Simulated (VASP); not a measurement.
# Be3Te4 (P-4m2) in VASP: single point with PBE

Aim: the single point of Be3Te4 with PBE.

All numbers are computed with VASP 6.6.1; they aren't measurements. Logs are shortened: lines on timing, memory, paths and dates and some standing lists are left out, and cuts for length are marked.

**1. The cell of the first run**

Symmetry: P-4m2, No. 115, tetragonal system. The conventional cell has a = 7.153 Å, b = 7.153 Å, c = 4.141 Å, α = 90.00°, β = 90.00°, γ = 90.00°. Be (site symmetry -4m2) has 4 Te at 2.40 Å within 3.2 Å. Within 3.3 Å of Be (site symmetry 2mm) lie 4 Te at 2.53 Å. Te (site symmetry 2) has 3 Be at 2.40 to 2.53 Å within 3.2 Å.

The cell was built from a structure type or drawn by symmetry, and may not be a known phase.

**2. Single point, PBE**

File INCAR:

```
SYSTEM = Be3Te4
PREC = Accurate
ENCUT = 600
EDIFF = 1E-6
ISMEAR = 0
SIGMA = 0.2
LREAL = .False.
LASPH = .True.
NELM = 120
ALGO = Normal
ISIF = 2
LWAVE = .False.
LCHARG = .False.
GGA = PE
NBANDS = 24
GGA_COMPAT = .False.
```

File KPOINTS:

```
Automatic mesh
0
Gamma
  3 3 4
  0 0 0
```

File POSCAR:

```
Be3Te4
1.0
    7.1531421167      0.0000000000      0.0000000000
    0.0000000000      7.1531421167      0.0000000000
    0.0000000000      0.0000000000      4.1406194591
Be Te
3 4
Direct
    0.5000000000      0.5000000000      0.5000000000
    0.0000000000      0.5000000000      0.5035273875
    0.5000000000      0.0000000000      0.4964726125
    0.7372816144      0.7372816144      0.5000000000
    0.2627183856      0.2627183856      0.5000000000
    0.7372816144      0.2627183856      0.5000000000
    0.2627183856      0.7372816144      0.5000000000
```

Potentials or basis: VASP PAW PBE potentials, release 64 (Be, Te).

On the command line:

```sh
> cat potpaw_PBE.64/Be/POTCAR potpaw_PBE.64/Te/POTCAR > POTCAR
> mpirun -np 1 vasp_std > vasp.out
```

OUTCAR:

```text
SYSTEM = Be3Te4
   PREC = Accurate
   ENCUT = 600
   EDIFF = 1E-6
   ISMEAR = 0
   LREAL = .False.
   LASPH = .True.
   NELM = 120
   ISIF = 2
   GGA = PE

 ion  position               nearest neighbor table
   1  0.500  0.500  0.500-   4 2.40   5 2.40   6 2.40   7 2.40
   2  0.000  0.500  0.504-   4 2.53   5 2.53   6 2.53   7 2.53
   3  0.500  0.000  0.496-   4 2.53   5 2.53   6 2.53   7 2.53
   4  0.737  0.737  0.500-   1 2.40   2 2.53   3 2.53   6 3.39   7 3.39
   5  0.263  0.263  0.500-   1 2.40   2 2.53   3 2.53   6 3.39   7 3.39
   6  0.737  0.263  0.500-   1 2.40   2 2.53   3 2.53   4 3.39   5 3.39
   7  0.263  0.737  0.500-   1 2.40   2 2.53   3 2.53   4 3.39   5 3.39

  LATTYP: Found a simple tetragonal cell.
 ALAT       =     7.1531421167
 C/A-ratio  =     0.5788532356

  Lattice vectors:

 A1 = (   7.1531421167,   0.0000000000,   0.0000000000)
 A2 = (   0.0000000000,   7.1531421167,   0.0000000000)
 A3 = (   0.0000000000,   0.0000000000,   4.1406194591)

Analysis of symmetry for initial positions (statically):
=====================================================================
 Subroutine PRICEL returns:
 Original cell was already a primitive cell.

 Routine SETGRP: Setting up the symmetry group for a
 simple tetragonal supercell.

 Subroutine GETGRP returns: Found  8 space group operations
 (whereof  8 operations were pure point group operations)
 out of a pool of 16 trial point group operations.

The static configuration has the point symmetry D_2d.

Analysis of symmetry for dynamics (positions and initial velocities):
=====================================================================
 Subroutine PRICEL returns:
 Original cell was already a primitive cell.

 Routine SETGRP: Setting up the symmetry group for a
 simple tetragonal supercell.

 Subroutine GETGRP returns: Found  8 space group operations
 (whereof  8 operations were pure point group operations)
 out of a pool of 16 trial point group operations.

The dynamic configuration has the point symmetry D_2d.

 Subroutine INISYM returns: Found  8 space group operations
 (whereof  8 operations are pure point group operations),
 and found     1 'primitive' translations

----------------------------------------------------------------------------------------

                                     Primitive cell

  volume of cell :     211.8649

  direct lattice vectors                    reciprocal lattice vectors
     7.153142117  0.000000000  0.000000000     0.139798704  0.000000000  0.000000000
     0.000000000  7.153142117  0.000000000     0.000000000  0.139798704  0.000000000
     0.000000000  0.000000000  4.140619459     0.000000000  0.000000000  0.241509757

  length of vectors
     7.153142117  7.153142117  4.140619459     0.139798704  0.139798704  0.241509757

  position of ions in fractional coordinates (direct lattice)
     0.500000000  0.500000000  0.500000000
     0.000000000  0.500000000  0.503527388
     0.500000000  0.000000000  0.496472612
     0.737281614  0.737281614  0.500000000
     0.262718386  0.262718386  0.500000000
     0.737281614  0.262718386  0.500000000
     0.262718386  0.737281614  0.500000000

  ion indices of the primitive-cell ions
   primitive index   ion index
                 1           1
                 2           2
                 3           3
                 4           4
                 5           5
                 6           6
                 7           7

----------------------------------------------------------------------------------------

 KPOINTS: Automatic mesh

Automatic generation of k-mesh.
 Grid dimensions read from file:
 generate k-points for:    3    3    4

 Generating k-lattice:

  Cartesian coordinates                     Fractional coordinates (reciprocal lattice)
     0.046599568  0.000000000  0.000000000     0.333333333  0.000000000  0.000000000
     0.000000000  0.046599568  0.000000000     0.000000000  0.333333333  0.000000000
     0.000000000  0.000000000  0.060377439     0.000000000  0.000000000  0.250000000

  Length of vectors
     0.046599568  0.046599568  0.060377439

  Shift w.r.t. Gamma in fractional coordinates (k-lattice)
     0.000000000  0.000000000  0.000000000

 Subroutine IBZKPT returns following result:
 ===========================================

 Found      9 irreducible k-points:

 Following reciprocal coordinates:
            Coordinates               Weight
  0.000000  0.000000  0.000000      1.000000
  0.333333  0.000000  0.000000      4.000000
  0.333333  0.333333  0.000000      4.000000
  0.000000  0.000000  0.250000      2.000000
  0.333333  0.000000  0.250000      8.000000
  0.333333  0.333333  0.250000      8.000000
  0.000000  0.000000  0.500000      1.000000
  0.333333  0.000000  0.500000      4.000000
  0.333333  0.333333  0.500000      4.000000
   k-points           NKPTS =      9   k-points in BZ     NKDIM =      9   number of bands    NBANDS=     24
   number of dos      NEDOS =    301   number of ions     NIONS =      7
   total plane-waves  NPLWV = 129600
   dimension x,y,z NGX =    60 NGY =   60 NGZ =   36
   dimension x,y,z NGXF=   120 NGYF=  120 NGZF=   72
   ions per type =               3   4
   NGX,Y,Z   is equivalent  to a cutoff of  13.94, 13.94, 14.45 a.u.
   NGXF,Y,Z  is equivalent  to a cutoff of  27.89, 27.89, 28.91 a.u.
 SYSTEM =  Be3Te4
   PREC   = accura    normal or accurate (medium, high low for compatibility)
   ISTART =      0    job   : 0-new  1-cont  2-samecut
   ICHARG =      2    charge: 1-file 2-atom 10-const
   ISPIN  =      1    spin polarized calculation?
   LNONCOLLINEAR =      F non collinear calculations
   LSORBIT =      F    spin-orbit coupling
   LASPH  =      T    aspherical Exc in radial PAW
   ENCUT  =  600.0 eV  44.10 Ry    6.64 a.u.  14.29 14.29  8.27*2*pi/ulx,y,z
   NELM   =    120;   NELMIN=  2; NELMDL= -5     # of ELM steps
   EDIFF  = 0.1E-05   stopping-criterion for ELM
   LREAL  =      F    real-space projection
   EDIFFG = 0.1E-04   stopping-criterion for IOM
   NSW    =      0    number of steps for IOM
   IBRION =     -1    ionic relax: 0-MD 1-quasi-New 2-CG
   NFREE  =      0    steps in history (QN), initial steepest desc. (CG)
   ISIF   =      2    stress and relaxation
   ISYM   =      2    0-nonsym 1-usesym 2-fastsym
   POTIM  = 0.5000    time-step for ionic-motion
   TEBEG  =    0.0;   TEEND  =   0.0 temperature during run
   PSTRESS=    0.0 pullay stress
   NELECT =      30.0000    total number of electrons
   NUPDOWN=      -1.0000    fix difference up-down
   EMIN   =  10.00;   EMAX   =-10.00  energy-range for DOS
   EFERMI =   0.00;   METHOD = LEGACY
   ISMEAR =     0;   SIGMA  =   0.20  broadening in eV -4-tet -1-fermi 0-gaus
   EFERMI_NEDOS =   21; number of points for ismear=-14 and -15
   IALGO  =     38    algorithm
   IMIX   =      4    mixing-type and parameters
     AMIX     =   0.40;   BMIX     =  1.00
     AMIX_MAG =   1.60;   BMIX_MAG =  1.00
  volume/ion in A,a.u.               =      30.27       204.25
  Fermi-wavevector in a.u.,A,eV,Ry     =   0.853288  1.612480  9.906405  0.728100
  Thomas-Fermi vector in A             =   1.969707
   LORBIT       =      0    0 simple, 1 ext, 2 COOP (PROOUT), +10 PAW based schemes
   GGA     = PE    functional components
   LHFCALC =     F    Hartree Fock is set to
   AEXX    =    0.0000 exact exchange contribution
   IVDW    =     0    specifies the selected vdW correction
   LEPSILON=     F    determine dielectric tensor
   LRPA    =     F    only Hartree local field effects (RPA)
 non-spin polarized calculation
 Gauss-broadening in eV      SIGMA  =   0.20
  energy-cutoff  :      600.00
  volume of cell :      211.86
 maximum number of plane-waves:      7108
 NGX is ok and might be reduce to    60
   NGX = 29   NGY = 29   NGZ = 17

 number of electron      29.9999999 magnetization

 Free energy of the ion-electron system (eV)
  ---------------------------------------------------
  ext. energy  EPLUGINS =         0.00000000
  ---------------------------------------------------
  free energy    TOTEN  =       -21.69578047 eV

  energy without entropy =      -21.66498150  energy(sigma->0) =      -21.68038098

 E-fermi :   3.2558     XC(G=0):  -7.9714

 val. band max:        3.2004834794   @ k =   0.0000   0.0000   0.0000
 cond. band min:       3.3557868882   @ k =   0.0000   0.0000   0.2500
 fundamental gap:      0.1553034088
 Fermi energy:         3.2558194885

 k-point     1 :       0.0000    0.0000    0.0000
  band No.  band energies     occupation
      1      -8.9007      2.00000
      2      -7.7310      2.00000
      3      -7.7310      2.00000
      4      -6.3758      2.00000
      5      -2.9651      2.00000
      6      -1.8889      2.00000
[... 16 lines left out ...]
     23       7.6246      0.00000
     24       7.8128      0.00000

 k-point     2 :       0.3333    0.0000    0.0000
  band No.  band energies     occupation
      1      -8.7305      2.00000
      2      -8.0280      2.00000
      3      -7.5515      2.00000
      4      -6.7151      2.00000
      5      -2.5346      2.00000
      6      -1.6730      2.00000
[... 16 lines left out ...]
     23       8.1933      0.00000
     24       8.4827      0.00000

 k-point     3 :       0.3333    0.3333    0.0000
  band No.  band energies     occupation
      1      -8.5570      2.00000
      2      -7.8658      2.00000
      3      -7.8451      2.00000
      4      -7.0353      2.00000
      5      -1.8365      2.00000
      6      -1.0721      2.00000
[... 16 lines left out ...]
     23       8.4558      0.00000
     24       8.6367      0.00000
[... 109 lines left out ...]
 k-point     8 :       0.3333    0.0000    0.5000
  band No.  band energies     occupation
      1      -8.4487      2.00000
      2      -7.7566      2.00000
      3      -7.2951      2.00000
      4      -6.4511      2.00000
      5      -2.1849      2.00000
      6      -1.3560      2.00000
[... 16 lines left out ...]
     23       8.3368      0.00000
     24       8.9105      0.00000

 k-point     9 :       0.3333    0.3333    0.5000
  band No.  band energies     occupation
      1      -8.2804      2.00000
      2      -7.5952      2.00000
      3      -7.5778      2.00000
      4      -6.7662      2.00000
      5      -1.5139      2.00000
      6      -0.7085      2.00000
[... 16 lines left out ...]
     23       8.6109      0.00000
     24       8.6820      0.00000

------------------------ aborting loop because EDIFF is reached ----------------------------------------

  FORCE on cell =-STRESS in cart. coord.  units (eV):
  Direction    XX          YY          ZZ          XY          YZ          ZX
  --------------------------------------------------------------------------------------
  -------------------------------------------------------------------------------------
  Total        0.3750143      0.3750143      0.1266101      0.0000000      0.0000000      0.0000000
  in kB        2.8359554      2.8359554      0.9574587      0.0000000      0.0000000      0.0000000
  external PRESSURE =       2.2097899 kB  Pullay stress =       0.0000000 kB

 VOLUME and BASIS-vectors are now :
 -----------------------------------------------------------------------------
  energy-cutoff  :      600.00
  volume of cell :      211.86
      direct lattice vectors                 reciprocal lattice vectors
     7.153142117  0.000000000  0.000000000     0.139798704  0.000000000  0.000000000
     0.000000000  7.153142117  0.000000000     0.000000000  0.139798704  0.000000000
     0.000000000  0.000000000  4.140619459     0.000000000  0.000000000  0.241509757

 POSITION                                       TOTAL-FORCE (eV/Angst)
 -----------------------------------------------------------------------------------
      3.57657      3.57657      2.07031         0.000000      0.000000     -0.000000
      0.00000      3.57657      2.08492         0.000000      0.000000     -0.025475
      3.57657      0.00000      2.05570         0.000000      0.000000      0.025475
      5.27388      5.27388      2.07031         0.047750      0.047750     -0.000000
      1.87926      1.87926      2.07031        -0.047750     -0.047750     -0.000000
      5.27388      1.87926      2.07031         0.047750     -0.047750     -0.000000
      1.87926      5.27388      2.07031        -0.047750      0.047750     -0.000000
 -----------------------------------------------------------------------------------
    total drift:                               -0.000000     -0.000000     -0.000000

  FREE ENERGIE OF THE ION-ELECTRON SYSTEM (eV)
  ---------------------------------------------------
  free  energy   TOTEN  =       -21.6957804659 eV

  energy  without entropy=      -21.6649814970  energy(sigma->0) =      -21.68038098
```

Run time: 1.9 min. Hardware: 1 thread of Intel Xeon 8259CL, shared host; peak memory 0.35 GiB.

What came out:

| Item | Value |
| --- | --- |
| Free energy | -21.6958 eV |
| Pressure | 0.2 GPa |
| Largest force | 0.068 eV/Å |
| Band gap on the k mesh | zero (bands 15 and 16 overlap by 1.23 eV) |

Forces in eV/Å, atoms in the order of the input:
```
Be   0.000  0.000  0.000
Be   0.000  0.000 -0.025
Be   0.000  0.000  0.025
Te   0.048  0.048  0.000
Te  -0.048 -0.048  0.000
Te   0.048 -0.048  0.000
Te  -0.048  0.048  0.000
```

Caveat: the k points lie up to 0.38 Å⁻¹ apart, too coarse for converged energies and pressures of a metal; spin-orbit coupling is left out, which moves the levels of the heavy elements; this functional lacks dispersion, which binds the layers, so the pressure and a relaxed spacing across them are unreliable.
